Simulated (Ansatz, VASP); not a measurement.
Two plane-wave programs on Be2C

```xyz
3
Lattice="0.0000 2.1605 2.1605 2.1605 0.0000 2.1605 2.1605 2.1605 0.0000" Properties=species:S:1:pos:R:3 pbc="T T T"
C     0.0000    0.0000    0.0000
Be    1.0802    1.0802    1.0802
Be    3.2407    3.2407    3.2407
```

Alike in both runs: task single point; functional r2SCAN; k mesh 6 × 6 × 6; no spin polarisation.

|  | VASP | Ansatz |
| --- | --- | --- |
| version | VASP 6.6.1 | Ansatz 0.2.0 |
| potentials or method | VASP PAW PBE potentials, release 64 (C, Be) | plane waves, PAW |
| plane-wave cutoff (eV) | 660 | 500 |
| occupations | gaussian, width 0.01 eV | fixed |
| valence electrons in the cell | 8 | 8 |

|  | VASP | Ansatz | Ansatz less VASP |
| --- | --- | --- | --- |
| gap on the k mesh at the Fermi level (eV) | 1.52 | 1.53 | +0.005 |

VASP's potentials were made for PBE, not for r2SCAN.
